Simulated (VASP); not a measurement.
The system is CaSiH6.

```
CELL_PARAMETERS angstrom
3.23671 0.00000 0.00000
0.00000 3.23671 0.00000
0.00000 0.00000 5.30960
ATOMIC_POSITIONS crystal
Ca 0.50000 0.50000 0.50000
H 0.50000 0.50000 0.00000
H 0.00000 0.00000 0.50000
H 0.00000 0.50000 0.18474
H 0.50000 0.00000 0.81526
H 0.50000 0.00000 0.18474
H 0.00000 0.50000 0.81526
Si 0.00000 0.00000 0.00000
```

| Quantity | Value |
| --- | --- |
| Program | VASP 6.6.1 |
| Task | relaxation of cell and atoms |
| Functional | r2SCAN |
| Dispersion | rVV10 |
| Potentials or basis | VASP PAW PBE potentials, release 64 (Ca_sv, H, Si) |
| Cutoff | 600 eV |
| k mesh | 8 × 8 × 4 |
| Occupations | fermi-dirac, width 0.03 eV |
| Spin | no spin polarisation |

At the start: pressure 0.9 GPa; volume 6.95 Å³/atom.

How do energy, volume and symmetry change on relaxing?

Over 6 steps the energy falls by 2.9 meV/atom and the volume is 7.10 Å³/atom (+2.0 %); space group P4/mmm (No. 123, to 0.1 Å) before and after.

The path:
| step | energy change (eV) | largest force (eV/Å) | pressure (GPa) | volume (Å³) |
| --- | --- | --- | --- | --- |
| 1 | 0.0000 | 0.1148 | 0.86 | 55.63 |
| 2 | -0.0099 | 0.1076 | 0.58 | 55.93 |
| 3 | -0.0207 | 0.0883 | -0.02 | 56.64 |
| 4 | -0.0208 | 0.0868 | -0.08 | 56.71 |
| 5 | -0.0228 | 0.0327 | -0.04 | 56.74 |
| 6 | -0.0231 | 0.0006 | -0.02 | 56.76 |

Final structure:
```cif
data_structure
_symmetry_space_group_name_H-M 'P 1'
_symmetry_Int_Tables_number 1
_cell_length_a 3.2289
_cell_length_b 3.2289
_cell_length_c 5.4445
_cell_angle_alpha 90.000
_cell_angle_beta 90.000
_cell_angle_gamma 90.000
_cell_volume 56.76
loop_
_atom_site_label
_atom_site_type_symbol
_atom_site_fract_x
_atom_site_fract_y
_atom_site_fract_z
_atom_site_occupancy
Ca1 Ca 0.50000 0.50000 0.50000 1
H1 H 0.50000 0.50000 0.00000 1
H2 H 0.00000 0.00000 0.50000 1
H3 H 0.00000 0.50000 0.17870 1
H4 H 0.50000 0.00000 0.82130 1
H5 H 0.50000 0.00000 0.17870 1
H6 H 0.00000 0.50000 0.82130 1
Si1 Si 0.00000 0.00000 0.00000 1
```

Caveat: the PAW data sets were made with another functional, which shifts forces and pressure a little.
